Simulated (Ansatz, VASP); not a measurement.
## One calculation of ZrB2, two programs

File INCAR:

```
  PREC = Accurate
  ENCUT = 520
  EDIFF = 1E-6
  ISMEAR = -1
  SIGMA = 0.04
  LREAL = False
  LASPH = True
  NELM = 60
  ALGO = Normal
  ISIF = 2
  LWAVE = False
  LCHARG = True
  GGA = PE
  LELF = True
  LVHAR = True
  NBANDS = 16
```

The input KPOINTS:

```
Automatic mesh
0
Gamma
  7 7 6
```

File POSCAR:

```
ZrB2
1.0
    3.1700000000      0.0000000000      0.0000000000
   -1.5850000000      2.7453005300      0.0000000000
    0.0000000000      0.0000000000      3.5330000000
Zr B
1 2
Direct
    0.0000000000      0.0000000000      0.0000000000
    0.6666666667      0.3333333333      0.5000000000
    0.3333333333      0.6666666667      0.5000000000
```

Contents of input.yaml:

```yaml
crystal:
  lattice:
    - [3.17, 0.0, 0.0]
    - [-1.585, 2.74530053, 0.0]
    - [0.0, 0.0, 3.533]
  atoms:
    - { symbol: Zr, position: [0.0, 0.0, 0.0] }
    - { symbol: B, position: [0.6666666667, 0.3333333333, 0.5] }
    - { symbol: B, position: [0.3333333333, 0.6666666667, 0.5] }
kpoints:
  mp_grid: { grid: [7, 7, 6] }
scf:
  occupations: { method: fermi_dirac, width: 0.04 }
hamiltonian:
  xc: pbe
  pseudopotentials: { kind: all_electron, lapw: { basis_error: 0.003 } }
output:
  forces: true
  stress: true
  eigenvalues: true
```

Alike in both runs: task single point; functional PBE; k mesh 7 × 7 × 6; occupations fermi-dirac, width 0.04 eV; no spin polarisation.

```csv
,VASP,Ansatz
version,VASP 6.6.1,Ansatz 0.2.0
potentials or method,"VASP PAW PBE potentials, release 64 (Zr_sv, B), cutoff 520 eV","all-electron LAPW, scalar-relativistic"
```

VASP gave:

| Quantity | Value |
| --- | --- |
| gap on the k mesh at the Fermi level (eV) | none |
| pressure (GPa) | 0.9 |
| traceless stress, the component that is largest in VASP (GPa) | 0.22 |

Q: Estimate Ansatz's values.

A: gap on the k mesh at the Fermi level (eV): none; pressure (GPa): 0.8; traceless stress, the component that is largest in VASP (GPa): 0.22.

A gap of «none» marks a metal or a gap that the smearing closes. Ansatz ran all-electron here, and VASP with PAW potentials.

Noted on Ansatz's run: the k mesh is thin for a metal, which can move the energy by tens of meV per atom.
